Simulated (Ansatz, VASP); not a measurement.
One calculation of Nb6ZnAu2, two programs

```
Au Zn Nb
1.0
     0.00000    5.02585    0.00000
     4.62660   -2.51293    0.00000
     1.20090    0.00000   -8.46969
Au Zn Nb
2 1 6
Direct
  0.14474 0.28948 0.75097
  0.85526 0.71052 0.24903
  0.00000 0.00000 0.00000
  0.47030 0.94060 0.72470
  0.52970 0.05940 0.27530
  0.29260 0.58520 0.07050
  0.70740 0.41480 0.92950
  0.17360 0.34720 0.40920
  0.82640 0.65280 0.59080
```

Alike in both runs: task single point; functional PBEsol; k mesh 6 × 6 × 4; no spin polarisation.

```csv
,VASP,Ansatz
version,VASP 6.6.1,Ansatz 0.2.0
potentials or method,"VASP PAW PBE potentials, release 64 (Au, Zn, Nb_sv), cutoff 520 eV",PAW plane waves
occupations,"fermi-dirac, width 0.1 eV",fermi-dirac
valence electrons in the cell,112,128
```

```tsv
	VASP	Ansatz	Ansatz less VASP
pressure (GPa)	-22.2	-22.1	+0.11
traceless stress, the component that is largest in VASP (GPa)	3.28	3.22	-0.060
rms of the force components (eV/Å)	0.662	0.651	-0.0114
```

VASP's potentials were made for PBE, not for PBEsol. Atom by atom the forces differ by 0.012 eV/Å (rms over components). VASP's potentials hold 112 valence electrons a cell and Ansatz's 128, so a difference there can come from the potentials and not from the codes.

Neither program's run includes spin-orbit coupling.
